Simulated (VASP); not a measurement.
# EuO (Fm-3m) in VASP: a series of runs, part 2 of 2

VASP 6.6.1.

## Step 3: Single point, r2SCAN+rVV10+U, collinear spin (17.17 Å³/atom)

This run uses another cell than the first one, of 17.17 Å³/atom.

Input file POSCAR:

```
EuO
1.0
    0.0000000000      2.5797310467      2.5797310467
    2.5797310467      0.0000000000      2.5797310467
    2.5797310467      2.5797310467      0.0000000000
Eu O
1 1
Direct
    0.5000000000      0.5000000000      0.5000000000
    0.0000000000      0.0000000000      0.0000000000
```

Input file INCAR.step1:

```
SYSTEM = EuO
PREC = Accurate
ENCUT = 800
ISMEAR = 0
SIGMA = 0.05
LREAL = .False.
LASPH = .True.
NELM = 200
ISPIN = 2
MAGMOM = 7.46 -0.1
LMAXMIX = 6
LDAU = .True.
LDAUTYPE = 2
LDAUL = 3 -1
LDAUU = 4 0
LDAUJ = 0 0
NBANDS = 22
GGA = PE
ALGO = Normal
EDIFF = 1E-5
LWAVE = .True.
LCHARG = .False.
GGA_COMPAT = .False.
```

Input file INCAR.step2:

```
SYSTEM = EuO
PREC = Accurate
ENCUT = 800
EDIFF = 1E-6
ISMEAR = 0
SIGMA = 0.05
LREAL = .False.
LASPH = .True.
NELM = 200
ALGO = Normal
ISIF = 2
LWAVE = .False.
LCHARG = .False.
ISPIN = 2
MAGMOM = 7.46 -0.1
LORBIT = 11
LMAXMIX = 6
LDAU = .True.
LDAUTYPE = 2
LDAUL = 3 -1
LDAUU = 4 0
LDAUJ = 0 0
LDAUPRINT = 1
METAGGA = R2SCAN
LMIXTAU = .True.
LUSE_VDW = .True.
IVDW_NL = 2
BPARAM = 11.95
CPARAM = 0.0093
NBANDS = 22
ISTART = 1
GGA_COMPAT = .False.
```

Input file KPOINTS:

```
Automatic mesh
0
Gamma
  8 8 8
  0 0 0
```

Potentials or basis: VASP PAW PBE potentials, release 64 (Eu, O).

Started as:

```
cat potpaw_PBE.64/Eu/POTCAR potpaw_PBE.64/O/POTCAR > POTCAR
cp INCAR.step1 INCAR
mpirun -np 1 vasp_std > vasp.out
cp INCAR.step2 INCAR
mpirun -np 1 vasp_std > vasp.out
```

OUTCAR:

```text
SYSTEM = EuO
   PREC = Accurate
   ENCUT = 800
   EDIFF = 1E-6
   ISMEAR = 0
   LREAL = .False.
   LASPH = .True.
   NELM = 200
   ISIF = 2
   ISPIN = 2
   LORBIT = 11
   METAGGA = R2SCAN
   IVDW_NL = 2
   BPARAM = 11.95
   ISTART = 1

 ion  position               nearest neighbor table
   1  0.500  0.500  0.500-   2 2.58   2 2.58   2 2.58   2 2.58   2 2.58   2 2.58
   2  0.000  0.000  0.000-   1 2.58   1 2.58   1 2.58   1 2.58   1 2.58   1 2.58

  LATTYP: Found a face centered cubic cell.
 ALAT       =     5.1594620934

  Lattice vectors:

 A1 = (   0.0000000000,   2.5797310467,   2.5797310467)
 A2 = (   2.5797310467,   0.0000000000,   2.5797310467)
 A3 = (   2.5797310467,   2.5797310467,   0.0000000000)

Analysis of symmetry for initial positions (statically):
=====================================================================
 Subroutine PRICEL returns:
[... 246 lines left out ...]
      3     -15.7256      1.00000
      4     -15.7256      1.00000
      5     -15.2710      1.00000
      6       0.3879      1.00000
[... 1193 lines left out ...]
     21      15.9562      0.00000
     22      16.3976      0.00000

 [... further k-points ...]

------------------------ aborting loop because EDIFF is reached ----------------------------------------

  FORCE on cell =-STRESS in cart. coord.  units (eV):
  Direction    XX          YY          ZZ          XY          YZ          ZX
  --------------------------------------------------------------------------------------
  -------------------------------------------------------------------------------------
  Total       -0.8579647     -0.8579647     -0.8579647     -0.0000000     -0.0000000      0.0000000
  in kB      -40.0337928    -40.0337928    -40.0337928     -0.0000000     -0.0000000      0.0000000
  external PRESSURE =     -40.0337928 kB  Pullay stress =       0.0000000 kB

 VOLUME and BASIS-vectors are now :
 -----------------------------------------------------------------------------
  energy-cutoff  :      800.00
  volume of cell :       34.34
      direct lattice vectors                 reciprocal lattice vectors
     0.000000000  2.579731047  2.579731047    -0.193818654  0.193818654  0.193818654
     2.579731047  0.000000000  2.579731047     0.193818654 -0.193818654  0.193818654
     2.579731047  2.579731047  0.000000000     0.193818654  0.193818654 -0.193818654

 POSITION                                       TOTAL-FORCE (eV/Angst)
 -----------------------------------------------------------------------------------
      2.57973      2.57973      2.57973         0.000000      0.000000      0.000000
      0.00000      0.00000      0.00000        -0.000000     -0.000000     -0.000000
 -----------------------------------------------------------------------------------
    total drift:                                0.000000      0.000000      0.000000

  FREE ENERGIE OF THE ION-ELECTRON SYSTEM (eV)
  ---------------------------------------------------
  free  energy   TOTEN  =       -50.5630595833 eV

  energy  without entropy=      -50.5628578101  energy(sigma->0) =      -50.56295870

 total charge

# of ion       s       p       d       f       tot
--------------------------------------------------
    1        2.039   5.835   0.289   6.791  14.954
    2        1.553   3.426   0.000   0.000   4.979
--------------------------------------------------
tot          3.592   9.261   0.289   6.791  19.933

 magnetization (x)

# of ion       s       p       d       f       tot
--------------------------------------------------
    1       -0.025  -0.188   0.079   6.758   6.624
    2       -0.006  -0.104   0.000   0.000  -0.110
--------------------------------------------------
tot         -0.031  -0.291   0.079   6.758   6.514
```

OUTCAR.step1:

```text
SYSTEM = EuO
   PREC = Accurate
   ENCUT = 800
   ISMEAR = 0
   LREAL = .False.
   LASPH = .True.
[... 1447 lines left out ...]
      2.57973      2.57973      2.57973        -0.000000      0.000000      0.000000
      0.00000      0.00000      0.00000         0.000000     -0.000000     -0.000000
 -----------------------------------------------------------------------------------
    total drift:                                0.000000      0.000000      0.000000

  FREE ENERGIE OF THE ION-ELECTRON SYSTEM (eV)
  ---------------------------------------------------
  free  energy   TOTEN  =       -21.3679666717 eV

  energy  without entropy=      -21.3675532462  energy(sigma->0) =      -21.36775996
```

OSZICAR.step1:

```text
N       E                     dE             d eps       ncg     rms          rms(c)
DAV:   1     0.165757948948E+03    0.16576E+03   -0.10597E+04  3582   0.613E+03
DAV:   2     0.719629076868E+01   -0.15856E+03   -0.13505E+03  3416   0.462E+02
DAV:   3    -0.151219776982E+02   -0.22318E+02   -0.21780E+02  3792   0.134E+02
DAV:   4    -0.180500066569E+02   -0.29280E+01   -0.29079E+01  4884   0.321E+01
DAV:   5    -0.181380182997E+02   -0.88012E-01   -0.87953E-01  4000   0.753E+00    0.292E+01
DAV:   6    -0.217461376168E+02   -0.36081E+01   -0.10428E+01  3912   0.544E+01    0.221E+01
DAV:   7    -0.213021623052E+02    0.44398E+00   -0.34116E+00  3994   0.896E+01    0.136E+01
DAV:   8    -0.213591081691E+02   -0.56946E-01   -0.40323E-01  4010   0.551E+00    0.941E+00
DAV:   9    -0.213566048876E+02    0.25033E-02   -0.32440E-02  4598   0.196E+00    0.418E+00
DAV:  10    -0.213682569132E+02   -0.11652E-01   -0.30679E-02  4108   0.321E+00    0.136E+00
DAV:  11    -0.213676372863E+02    0.61963E-03   -0.12572E-02  3736   0.250E+00    0.997E-01
DAV:  12    -0.213678256769E+02   -0.18839E-03   -0.71693E-04  4388   0.371E-01    0.389E-01
DAV:  13    -0.213679260240E+02   -0.10035E-03   -0.26190E-04  4104   0.266E-01    0.303E-01
DAV:  14    -0.213679626968E+02   -0.36673E-04   -0.29959E-05  3642   0.772E-02    0.245E-01
DAV:  15    -0.213679666717E+02   -0.39749E-05   -0.73764E-06  2498   0.387E-02
   1 F= -.21367967E+02 E0= -.21367760E+02  d E =-.413426E-03  mag=     7.0000
```

Wall time 7.1 min (1 thread of Oxide Virtual Turin-like, shared host); peak memory 0.45 GiB.

What came out:

```
Free energy                                           : -50.5631 eV
Pressure                                              : -4.0 GPa
Band gap on the k mesh                                : zero (filled and empty bands overlap)
Net moment                                            : 7.00 μB per cell
Site moments                                          : Eu +6.62; O -0.11 μB
Valence electrons inside the program's atomic spheres : Eu 14.95; O 4.98
```

Eigenvalues of the final occupation matrices:
| site | spin | trace | eigenvalues |
| --- | --- | --- | --- |
| site 1 f | 1 | 6.78 | 0.96 0.97 0.97 0.97 0.97 0.97 0.97 |
| site 1 f | 2 | 0.02 | 0.00 0.00 0.00 0.00 0.00 0.00 0.00 |

Caveat: the cell stands under tension; the PAW data sets were made with another functional, which shifts forces and pressure a little; spin-orbit coupling is left out, which moves the levels of the heavy elements; a cell with one magnetic atom can't hold antiferromagnetic order, which such compounds often take.
